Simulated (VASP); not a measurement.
# SiNi2 (P-6m2) in VASP: further runs, part 2 of 2

VASP 6.6.1.

**3. Single point, PBEsol (atoms displaced along a vibrational mode)**

INCAR reads:

```
  PREC = Accurate
  ENCUT = 520
  EDIFF = 1E-6
  ISMEAR = 0
  SIGMA = 0.15
  LREAL = False
  LASPH = True
  NELM = 80
  ALGO = Fast
  ISIF = 2
  LWAVE = False
  LCHARG = False
  GGA = PS
  NBANDS = 33
```

KPOINTS reads:

```
regular mesh
0
Gamma
  12 12 10
```

POSCAR reads:

```
SiNi2
1.0
    3.8684636248      0.0000000000      0.0000000000
   -1.9342318124      3.3501877727      0.0000000000
    0.0000000000      0.0000000000      4.9169852794
Si Ni
2 4
Direct
    0.3333333333      0.6666666667      0.7500000000
    0.6666666667      0.3333333333      0.2500000000
    0.0000000000      0.0000000000     -0.0457597465
    0.0000000000      0.0000000000      0.5457597465
    0.3333333333      0.6666666667      0.2500000000
    0.6666666667      0.3333333333      0.7500000000
```

Potentials or basis: VASP PAW PBE potentials, release 64 (Si, Ni).

Run with:

```bash
cat potpaw_PBE.64/Si/POTCAR potpaw_PBE.64/Ni/POTCAR > POTCAR
mpirun -np 1 vasp_std > vasp.out
```

Run time: 3 min. Hardware: 1 thread of Intel Xeon Platinum 8488C (Sapphire Rapids), shared host; peak memory 0.31 GiB.

The run converged. Its results:

* Free energy: -38.3189 eV
* Pressure: 9.8 GPa
* Largest force: 6.618 eV/Å
* Band gap on the k mesh: zero (bands 24 and 25 overlap by 3.31 eV)

Forces in eV/Å, atoms in the order of the input:
```
Si   0.000  0.000  0.000
Si   0.000  0.000  0.000
Ni   0.000  0.000  6.618
Ni   0.000  0.000 -6.618
Ni   0.000  0.000  0.000
Ni   0.000  0.000  0.000
```

Stress tensor (GPa, compression positive):
```
 4.91  0.00  0.00
 0.00  4.91  0.00
 0.00  0.00 19.52
```

Levels at points of the mesh, in eV from the Fermi level:
```csv
k point,band 21,band 22,band 23,band 24,band 25,band 26,band 27,band 28
"(0.00, 0.00, 0.00)",-0.70,-0.70,0.04,2.64,2.64,2.73,2.81,2.81
"(0.50, 0.00, 0.00)",-1.33,-1.26,-0.90,-0.71,-0.39,0.89,1.73,2.92
"(0.00, 0.00, 0.50)",-1.14,-1.14,2.09,2.32,2.99,2.99,3.57,3.58
"(0.50, 0.00, 0.50)",-1.47,-1.12,-1.05,-0.54,0.55,1.19,2.77,3.02
```

Caveat: the cell differs from its parent crystal (atoms displaced along a vibrational mode); the cell stands under pressure; the PAW data sets were made with another functional, which shifts forces and pressure a little.

**4. Single point, PBEsol (atoms displaced along a vibrational mode)**

INCAR reads:

```
PREC     = Accurate       # precision mode
ENCUT    = 520            # plane-wave cutoff, eV
EDIFF    = 1E-7           # SCF threshold, eV
ISMEAR   = 0              # smearing method
SIGMA    = 0.15           # smearing width, eV
LREAL    = False          # projectors in reciprocal space
LASPH    = True           # aspherical terms in the spheres
NELM     = 100            # most SCF steps
ALGO     = Fast           # electronic algorithm
ISIF     = 2              # what is computed and relaxed
LWAVE    = False          # write WAVECAR
LCHARG   = False          # write CHGCAR
GGA      = PS             # functional
NBANDS   = 33             # bands
```

KPOINTS reads:

```
Automatic mesh
0
Gamma
  12 12 10
```

Edit POSCAR of step 3 so:

```diff
@@ -10,4 +10,4 @@
     0.6666666667      0.3333333333      0.2500000000
-    0.0000000000      0.0000000000     -0.0457597465
-    0.0000000000      0.0000000000      0.5457597465
+    0.0000000000      0.0000000000      0.0305064977
+    0.0000000000      0.0000000000      0.4694935023
     0.3333333333      0.6666666667      0.2500000000
```

Run with:

```bash
cat potpaw_PBE.64/Si/POTCAR potpaw_PBE.64/Ni/POTCAR > POTCAR
mpirun -np 1 vasp_std > vasp.out
```

Wall time 3.6 min (1 thread of Intel Xeon Platinum 8488C (Sapphire Rapids), shared host); peak memory 0.31 GiB.

It converged, with:

| Item | Value |
| --- | --- |
| Free energy | -39.0715 eV |
| Pressure | 4.3 GPa |
| Largest force | 3.626 eV/Å |
| Band gap on the k mesh | zero (bands 24 and 25 overlap by 3.26 eV) |

Forces in eV/Å, atoms in the order of the input:
```
Si   0.000  0.000  0.000
Si   0.000  0.000  0.000
Ni   0.000  0.000 -3.626
Ni   0.000  0.000  3.626
Ni   0.000  0.000  0.000
Ni   0.000  0.000  0.000
```

Stress tensor (GPa, compression positive):
```
2.34 0.00 0.00
0.00 2.34 0.00
0.00 0.00 8.25
```

Levels at points of the mesh, in eV from the Fermi level:
| k point | band 22 | band 23 | band 24 | band 25 | band 26 | band 27 |
| --- | --- | --- | --- | --- | --- | --- |
| (0.00, 0.00, 0.00) | -0.67 | 0.09 | 2.70 | 2.70 | 2.74 | 2.85 |
| (0.50, 0.00, 0.00) | -1.24 | -1.01 | -0.71 | -0.48 | 1.07 | 1.81 |
| (0.00, 0.00, 0.50) | -1.19 | 2.14 | 2.30 | 3.10 | 3.10 | 3.54 |
| (0.50, 0.00, 0.50) | -1.25 | -1.03 | -0.68 | 0.73 | 1.13 | 2.84 |

Caveat: the cell differs from its parent crystal (atoms displaced along a vibrational mode); the cell stands under pressure; the PAW data sets were made with another functional, which shifts forces and pressure a little.

**5. Single point, PBEsol (atoms displaced along a vibrational mode)**

INCAR reads:

```
SYSTEM = SiNi2
PREC     = Accurate       ! precision mode
ENCUT    = 520            ! plane-wave cutoff, eV
EDIFF    = 1E-6           ! SCF threshold, eV
ISMEAR   = 0              ! smearing method
SIGMA    = 0.15           ! smearing width, eV
LREAL    = .False.        ! projectors in reciprocal space
LASPH    = .True.         ! aspherical terms in the spheres
NELM     = 60             ! most SCF steps
ALGO     = Fast           ! electronic algorithm
ISIF     = 2              ! what is computed and relaxed
LWAVE    = .False.        ! write WAVECAR
LCHARG   = .False.        ! write CHGCAR
GGA      = PS             ! functional
NBANDS   = 33             ! bands
```

KPOINTS reads:

```
regular mesh
0
Gamma
  12 12 10
  0 0 0
```

Edit POSCAR of step 4 so:

```diff
@@ -10,4 +10,4 @@
     0.6666666667      0.3333333333      0.2500000000
-    0.0000000000      0.0000000000      0.0305064977
-    0.0000000000      0.0000000000      0.4694935023
+    0.0000000000      0.0000000000     -0.0533863709
+    0.0000000000      0.0000000000      0.5533863709
     0.3333333333      0.6666666667      0.2500000000
```

Run with:

```bash
cat potpaw_PBE.64/Si/POTCAR potpaw_PBE.64/Ni/POTCAR > POTCAR
mpirun -np 1 vasp_std > vasp.out
```

Wall time 3.3 min (1 thread of Intel Xeon Platinum 8488C (Sapphire Rapids), shared host); peak memory 0.32 GiB.

The run converged. Its results:

```yaml
Free_energy: -37.7485 eV
Pressure: 13.8 GPa
Largest_force: 8.666 eV/Å
Band_gap_on_the_k_mesh: zero (bands 24 and 25 overlap by 3.29 eV)
```

Forces on the atoms (eV/Å):
```
Si   0.000  0.000  0.000
Si   0.000  0.000  0.000
Ni   0.000  0.000  8.666
Ni   0.000  0.000 -8.666
Ni   0.000  0.000  0.000
Ni   0.000  0.000  0.000
```

Stress tensor (GPa, compression positive):
```
 6.87  0.00  0.00
 0.00  6.87  0.00
 0.00  0.00 27.68
```

Levels at points of the mesh, in eV from the Fermi level:
| k point | band 22 | band 23 | band 24 | band 25 | band 26 | band 27 |
| --- | --- | --- | --- | --- | --- | --- |
| (0.00, 0.00, 0.00) | -0.72 | 0.01 | 2.59 | 2.59 | 2.71 | 2.79 |
| (0.50, 0.00, 0.00) | -1.28 | -0.82 | -0.71 | -0.33 | 0.76 | 1.68 |
| (0.00, 0.00, 0.50) | -1.09 | 2.06 | 2.33 | 2.94 | 2.94 | 3.48 |
| (0.50, 0.00, 0.50) | -1.07 | -1.02 | -0.48 | 0.44 | 1.21 | 2.73 |

Caveat: the cell differs from its parent crystal (atoms displaced along a vibrational mode); the cell stands under pressure; the PAW data sets were made with another functional, which shifts forces and pressure a little. Spin polarisation is off, so any magnetic state and its effect on volume and gap are missing.

**6. Single point, PBEsol (atoms displaced along a vibrational mode)**

INCAR reads:

```
PREC = Accurate
ENCUT = 520
EDIFF = 1E-6
ISMEAR = 0
SIGMA = 0.15
LREAL = False
LASPH = True
NELM = 60
ALGO = Fast
ISIF = 2
LWAVE = False
LCHARG = True
GGA = PS
LELF = True
LVHAR = True
NBANDS = 33
```

KPOINTS reads:

```
regular mesh
0
Gamma
  12 12 10
```

Edit POSCAR of step 5 so:

```diff
@@ -10,4 +10,4 @@
     0.6666666667      0.3333333333      0.2500000000
-    0.0000000000      0.0000000000     -0.0533863709
-    0.0000000000      0.0000000000      0.5533863709
+    0.0000000000      0.0000000000     -0.0381331221
+    0.0000000000      0.0000000000      0.5381331221
     0.3333333333      0.6666666667      0.2500000000
```

Potentials or basis: VASP PAW PBE potentials, release 64 (Si, Ni).

Run with:

```bash
cat potpaw_PBE.64/Si/POTCAR potpaw_PBE.64/Ni/POTCAR > POTCAR
mpirun -np 1 vasp_std > vasp.out
```

It took 3.2 min on 1 thread of Intel Xeon Platinum 8488C (Sapphire Rapids), shared host; peak memory 0.31 GiB.

It converged, with:

- Free energy: -38.7510 eV
- Pressure: 6.8 GPa
- Largest force: 4.965 eV/Å
- Band gap on the k mesh: zero (bands 24 and 25 overlap by 3.23 eV)

Forces on the atoms (eV/Å):
```
Si   0.000  0.000  0.000
Si   0.000  0.000  0.000
Ni   0.000  0.000  4.965
Ni   0.000  0.000 -4.965
Ni   0.000  0.000  0.000
Ni   0.000  0.000  0.000
```

Stress tensor (GPa, compression positive):
```
 3.52  0.00  0.00
 0.00  3.52  0.00
 0.00  0.00 13.22
```

Levels at points of the mesh, in eV from the Fermi level:
| k point | band 20 | band 21 | band 22 | band 23 | band 24 | band 25 | band 26 | band 27 | band 28 | band 29 |
| --- | --- | --- | --- | --- | --- | --- | --- | --- | --- | --- |
| (0.00, 0.00, 0.00) | -1.24 | -0.68 | -0.68 | 0.06 | 2.68 | 2.68 | 2.74 | 2.83 | 2.83 | 3.34 |
| (0.50, 0.00, 0.00) | -1.46 | -1.32 | -1.25 | -0.97 | -0.71 | -0.44 | 0.99 | 1.77 | 2.95 | 3.55 |
| (0.00, 0.00, 0.50) | -1.20 | -1.17 | -1.17 | 2.11 | 2.31 | 3.05 | 3.05 | 3.57 | 3.57 | 3.67 |
| (0.50, 0.00, 0.50) | -1.66 | -1.47 | -1.20 | -1.04 | -0.61 | 0.64 | 1.16 | 2.80 | 3.03 | 5.43 |

Caveat: the cell differs from its parent crystal (atoms displaced along a vibrational mode); the cell stands under pressure; the PAW data sets were made with another functional, which shifts forces and pressure a little.

**7. Overview**

| cell | further INCAR settings | gap on the mesh (eV) | pressure (GPa) | largest force (eV/Å) |
| --- | --- | --- | --- | --- |
| as given, atomic positions A | ALGO = Fast; EDIFF = 1e-07; NBANDS = 33 | none | 18.6 | 11.20 |
| as given, atomic positions B | ALGO = Fast; EDIFF = 1e-06; NBANDS = 33 | none | 9.8 | 6.62 |
| as given, atomic positions C | ALGO = Fast; EDIFF = 1e-07; NBANDS = 33 | none | 4.3 | 3.63 |
| as given, atomic positions D | ALGO = Fast; EDIFF = 1e-06; NBANDS = 33 | none | 13.8 | 8.67 |
| as given, atomic positions E | ALGO = Fast; EDIFF = 1e-06; NBANDS = 33 | none | 6.8 | 4.97 |

Alike in all rows: task single point; level PBEsol; potentials or basis VASP PAW PBE potentials, release 64 (Si, Ni); no spin polarisation; k mesh 12 × 12 × 10; cutoff (eV) 520; smearing gaussian 0.15 eV.

Caveats: the cell stands under pressure; the PAW data sets were made with another functional, which shifts forces and pressure a little.

Absolute energies hang on the potentials; compare differences alone.
